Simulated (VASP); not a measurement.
# C in VASP: single point with PBE

Aim: the single point of C with PBE.

All numbers are computed with VASP 6.6.1; they aren't measurements. Logs are shortened: lines on timing, memory, paths and dates and some standing lists are left out, and cuts for length are marked.

## 1. The cell of the first run

The cell holds a sheet with vacuum, 4 atoms: a = 4.934 Å, b = 2.465 Å, c = 23.907 Å, α = 90.00°, β = 90.00°, γ = 119.98°.

## 2. Single point, PBE

Contents of INCAR:

```
PREC = Accurate
ENCUT = 520
EDIFF = 1E-6
ISMEAR = 0
SIGMA = 0.2
LREAL = F
LASPH = T
NELM = 80
ALGO = Normal
ISIF = 2
LWAVE = F
LCHARG = F
LDIPOL = T
IDIPOL = 3
DIPOL = 0.5 0.5 0.314
GGA = PE
NBANDS = 16
```

Contents of KPOINTS:

```
Automatic mesh
0
Gamma
  10 10 1
```

Contents of POSCAR:

```
C
1.0
    4.9338553014      0.0017415483      0.0000000000
   -1.2327176882      2.1349715559      0.0000000000
    0.0000000000      0.0000000000     23.9071048000
C
4
Direct
    0.1667751153      0.6667727777      0.3137142029
    0.6667765431      0.6667766421      0.3137142833
    0.3332215399      0.3332214742      0.3137142893
    0.8332268018      0.3332291060      0.3137143161
```

Potentials or basis: VASP PAW PBE potentials, release 64 (C).

Command:

```console
$ cat potpaw_PBE.64/C/POTCAR > POTCAR
$ mpirun -np 1 vasp_std > vasp.out
```

OUTCAR:

```text
PREC = Accurate
   ENCUT = 520
   EDIFF = 1E-6
   ISMEAR = 0
   LREAL = F
   LASPH = T
   NELM = 80
   ISIF = 2
   GGA = PE

 ion  position               nearest neighbor table
   1  0.167  0.667  0.314-   3 1.42   3 1.42   4 1.43
   2  0.667  0.667  0.314-   4 1.42   4 1.42   3 1.43
   3  0.333  0.333  0.314-   1 1.42   1 1.42   2 1.43
   4  0.833  0.333  0.314-   2 1.42   2 1.42   1 1.43

  Warning from LATTYP: Monoclinic adjustment (A1->A3, A2->A1, A3->A2)!
  Warning from LATTYP: Got some problem with cell dimensions!
  Tried to take original basis but could not verify dimensions!
  LATTYP: Found a simple monoclinic cell.
 ALAT       =     2.4652984491
 B/A-ratio  =     9.6974485213
 C/A-ratio  =     1.7335165855
 COS(beta)  =    -0.0000603753

  Lattice vectors:

 A1 = (  -1.2327176882,   2.1349715559,   0.0000000000)
 A2 = (   0.0000000000,   0.0000000000,  23.9071048000)
 A3 = (   3.7011376132,   2.1367131042,   0.0000000000)

Analysis of symmetry for initial positions (statically):
=====================================================================
 Subroutine PRICEL returns:
 Original cell was already a primitive cell.

 Routine SETGRP: Setting up the symmetry group for a
 simple monoclinic supercell.

 Subroutine GETGRP returns: Found  4 space group operations
 (whereof  2 operations were pure point group operations)
 out of a pool of  4 trial point group operations.

The static configuration has the point symmetry C_2 .
 The point group associated with its full space group is C_2h.

Analysis of symmetry for dynamics (positions and initial velocities):
=====================================================================
 Subroutine PRICEL returns:
 Original cell was already a primitive cell.

 Routine SETGRP: Setting up the symmetry group for a
 simple monoclinic supercell.

 Subroutine GETGRP returns: Found  4 space group operations
 (whereof  2 operations were pure point group operations)
 out of a pool of  4 trial point group operations.

The dynamic configuration has the point symmetry C_2 .
 The point group associated with its full space group is C_2h.

 Subroutine INISYM returns: Found  4 space group operations
 (whereof  2 operations are pure point group operations),
 and found     1 'primitive' translations

----------------------------------------------------------------------------------------

                                     Primitive cell

  volume of cell :     251.8802

  direct lattice vectors                    reciprocal lattice vectors
     4.933855301  0.001741548  0.000000000     0.202639959  0.117002899  0.000000000
    -1.232717688  2.134971556  0.000000000    -0.000165298  0.468294873  0.000000000
     0.000000000  0.000000000 23.907104800     0.000000000  0.000000000  0.041828570

  length of vectors
     4.933855609  2.465298449 23.907104800     0.233992802  0.468294902  0.041828570

  position of ions in fractional coordinates (direct lattice)
     0.166775115  0.666772778  0.313714203
     0.666776543  0.666776642  0.313714283
     0.333221540  0.333221474  0.313714289
     0.833226802  0.333229106  0.313714316

  ion indices of the primitive-cell ions
   primitive index   ion index
                 1           1
                 2           2
                 3           3
                 4           4

----------------------------------------------------------------------------------------

 KPOINTS: Automatic mesh

Automatic generation of k-mesh.
 Grid dimensions read from file:
 generate k-points for:   10   10    1

 Generating k-lattice:

  Cartesian coordinates                     Fractional coordinates (reciprocal lattice)
     0.020263996  0.011700290  0.000000000     0.100000000  0.000000000  0.000000000
    -0.000016530  0.046829487  0.000000000     0.000000000  0.100000000  0.000000000
     0.000000000  0.000000000  0.041828570     0.000000000  0.000000000  1.000000000

  Length of vectors
     0.023399280  0.046829490  0.041828570

  Shift w.r.t. Gamma in fractional coordinates (k-lattice)
     0.000000000  0.000000000  0.000000000

 Subroutine IBZKPT returns following result:
 ===========================================

 Found     52 irreducible k-points:

 Following reciprocal coordinates:
            Coordinates               Weight
  0.000000  0.000000  0.000000      1.000000
  0.100000 -0.000000  0.000000      2.000000
  0.200000 -0.000000  0.000000      2.000000
  0.300000 -0.000000  0.000000      2.000000
  0.400000 -0.000000  0.000000      2.000000
  0.500000 -0.000000  0.000000      1.000000
[... 16 lines left out ...]
 -0.400000  0.200000  0.000000      2.000000
 -0.300000  0.200000  0.000000      2.000000
 [... further k-points ...]
   k-points           NKPTS =     52   k-points in BZ     NKDIM =     52   number of bands    NBANDS=     16
   number of dos      NEDOS =    301   number of ions     NIONS =      4
   total plane-waves  NPLWV = 129600
   dimension x,y,z NGX =    40 NGY =   18 NGZ =  180
   dimension x,y,z NGXF=    80 NGYF=   36 NGZF=  360
   ions per type =               4
   NGX,Y,Z   is equivalent  to a cutoff of  13.48, 12.14, 12.52 a.u.
   NGXF,Y,Z  is equivalent  to a cutoff of  26.96, 24.28, 25.03 a.u.
 SYSTEM =  unknown system
   PREC   = accura    normal or accurate (medium, high low for compatibility)
   ISTART =      0    job   : 0-new  1-cont  2-samecut
   ICHARG =      2    charge: 1-file 2-atom 10-const
   ISPIN  =      1    spin polarized calculation?
   LNONCOLLINEAR =      F non collinear calculations
   LSORBIT =      F    spin-orbit coupling
   LASPH  =      T    aspherical Exc in radial PAW
   ENCUT  =  520.0 eV  38.22 Ry    6.18 a.u.   9.17  4.58 44.45*2*pi/ulx,y,z
   NELM   =     80;   NELMIN=  2; NELMDL= -5     # of ELM steps
   EDIFF  = 0.1E-05   stopping-criterion for ELM
   LREAL  =      F    real-space projection
   EDIFFG = 0.1E-04   stopping-criterion for IOM
   NSW    =      0    number of steps for IOM
   IBRION =     -1    ionic relax: 0-MD 1-quasi-New 2-CG
   NFREE  =      0    steps in history (QN), initial steepest desc. (CG)
   ISIF   =      2    stress and relaxation
   ISYM   =      2    0-nonsym 1-usesym 2-fastsym
   POTIM  = 0.5000    time-step for ionic-motion
   TEBEG  =    0.0;   TEEND  =   0.0 temperature during run
   PSTRESS=    0.0 pullay stress
   NELECT =      16.0000    total number of electrons
   NUPDOWN=      -1.0000    fix difference up-down
   EMIN   =  10.00;   EMAX   =-10.00  energy-range for DOS
   EFERMI =   0.00;   METHOD = LEGACY
   ISMEAR =     0;   SIGMA  =   0.20  broadening in eV -4-tet -1-fermi 0-gaus
   EFERMI_NEDOS =   21; number of points for ismear=-14 and -15
   IALGO  =     38    algorithm
   IMIX   =      4    mixing-type and parameters
     AMIX     =   0.40;   BMIX     =  1.00
     AMIX_MAG =   1.60;   BMIX_MAG =  1.00
  volume/ion in A,a.u.               =      62.97       424.94
  Fermi-wavevector in a.u.,A,eV,Ry     =   0.653206  1.234380  5.805308  0.426678
  Thomas-Fermi vector in A             =   1.723372
   LORBIT       =      0    0 simple, 1 ext, 2 COOP (PROOUT), +10 PAW based schemes
   GGA     = PE    functional components
   LHFCALC =     F    Hartree Fock is set to
   AEXX    =    0.0000 exact exchange contribution
   IVDW    =     0    specifies the selected vdW correction
   LEPSILON=     F    determine dielectric tensor
   LRPA    =     F    only Hartree local field effects (RPA)
 non-spin polarized calculation
 Gauss-broadening in eV      SIGMA  =   0.20
  energy-cutoff  :      520.00
  volume of cell :      251.88
 maximum number of plane-waves:      6872
 NGX is ok and might be reduce to    40
   NGX = 19   NGY =  9   NGZ = 89

 dipolmoment           0.000000      0.000000     -0.000003 electrons x Angstroem

 number of electron      15.9999997 magnetization

 dipolmoment           0.000000      0.000000      0.000005 electrons x Angstroem

 Free energy of the ion-electron system (eV)
  ---------------------------------------------------
  ext. energy  EPLUGINS =         0.00000000
  ---------------------------------------------------
  free energy    TOTEN  =       -36.90715778 eV

  energy without entropy =      -36.90712843  energy(sigma->0) =      -36.90714311

 E-fermi :  -2.9947     XC(G=0):  -1.8192

 val. band max:       -3.4435126994   @ k =  -0.3000   0.3000   0.0000
 cond. band min:      -2.5459199793   @ k =  -0.3000   0.3000   0.0000
 fundamental gap:      0.8975927201
 Fermi energy:        -2.9947163276

 k-point     1 :       0.0000    0.0000    0.0000
  band No.  band energies     occupation
      1     -22.5089      2.00000
      2     -17.2810      2.00000
      3     -16.2190      2.00000
      4     -10.6041      2.00000
      5      -9.4079      2.00000
      6      -6.0473      2.00000
[... 8 lines left out ...]
     15       3.3495      0.00000
     16       3.8062      0.00000

 k-point     2 :       0.1000   -0.0000    0.0000
  band No.  band energies     occupation
      1     -22.4499      2.00000
      2     -17.9281      2.00000
      3     -15.4841      2.00000
      4     -10.5336      2.00000
      5      -9.3495      2.00000
      6      -6.2683      2.00000
[... 8 lines left out ...]
     15       3.4307      0.00000
     16       3.8868      0.00000

 k-point     3 :       0.2000   -0.0000    0.0000
  band No.  band energies     occupation
      1     -22.2730      2.00000
      2     -18.8308      2.00000
      3     -14.3209      2.00000
      4     -10.3229      2.00000
      5      -9.1759      2.00000
      6      -6.9461      2.00000
[... 8 lines left out ...]
     15       3.6742      0.00000
     16       4.1287      0.00000
[... 362 lines left out ...]
 k-point    23 :      -0.4000    0.2000    0.0000
  band No.  band energies     occupation
      1     -21.5681      2.00000
      2     -18.1760      2.00000
      3     -13.9243      2.00000
      4     -11.5294      2.00000
      5      -9.4885      2.00000
      6      -9.1349      2.00000
[... 8 lines left out ...]
     15       4.6434      0.00000
     16       5.0551      0.00000

 k-point    24 :      -0.3000    0.2000    0.0000
  band No.  band energies     occupation
      1     -21.7435      2.00000
      2     -17.2981      2.00000
      3     -14.9758      2.00000
      4     -11.7588      2.00000
      5      -9.6947      2.00000
      6      -8.5771      2.00000
[... 8 lines left out ...]
     15       4.4045      0.00000
     16       4.8532      0.00000

 [... further k-points ...]

------------------------ aborting loop because EDIFF is reached ----------------------------------------

 vacuum level on the upper side and lower side of the slab       (xc-potential included)        -0.008        -0.008

  FORCE on cell =-STRESS in cart. coord.  units (eV):
  Direction    XX          YY          ZZ          XY          YZ          ZX
  --------------------------------------------------------------------------------------
  -------------------------------------------------------------------------------------
  Total        0.1503965      0.1756801     -0.0207596     -0.0100468      0.0000000      0.0000000
  in kB        0.9566530      1.1174784     -0.1320492     -0.0639065      0.0000000      0.0000000
  external PRESSURE =       0.6473607 kB  Pullay stress =       0.0000000 kB

 VOLUME and BASIS-vectors are now :
 -----------------------------------------------------------------------------
  energy-cutoff  :      520.00
  volume of cell :      251.88
      direct lattice vectors                 reciprocal lattice vectors
     4.933855301  0.001741548  0.000000000     0.202639959  0.117002899  0.000000000
    -1.232717688  2.134971556  0.000000000    -0.000165298  0.468294873  0.000000000
     0.000000000  0.000000000 23.907104800     0.000000000  0.000000000  0.041828570

 POSITION                                       TOTAL-FORCE (eV/Angst)
 -----------------------------------------------------------------------------------
      0.00090      1.42383      7.50000        -0.005826     -0.003687      0.000000
      2.46783      1.42471      7.50000        -0.006756     -0.004341     -0.000000
      1.23330      0.71200      7.50000         0.006756      0.004341     -0.000000
      3.70024      0.71289      7.50000         0.005826      0.003687      0.000000
 -----------------------------------------------------------------------------------
    total drift:                               -0.000000      0.000001      0.001285

  FREE ENERGIE OF THE ION-ELECTRON SYSTEM (eV)
  ---------------------------------------------------
  free  energy   TOTEN  =       -36.9071577816 eV

  energy  without entropy=      -36.9071284291  energy(sigma->0) =      -36.90714311

 vacuum level on the upper side and lower side of the slab         1.248         1.248
```

It took 2.2 min on 1 thread of Intel Xeon 6975P-C (Granite Rapids), shared host; peak memory 0.42 GiB.

What came out:

```
Free energy   : -36.9072 eV
Largest force : 0.008 eV/Å
```

Forces in eV/Å, atoms in the order of the input:
```
C   -0.006 -0.004  0.000
C   -0.007 -0.004  0.000
C    0.007  0.004  0.000
C    0.006  0.004  0.000
```
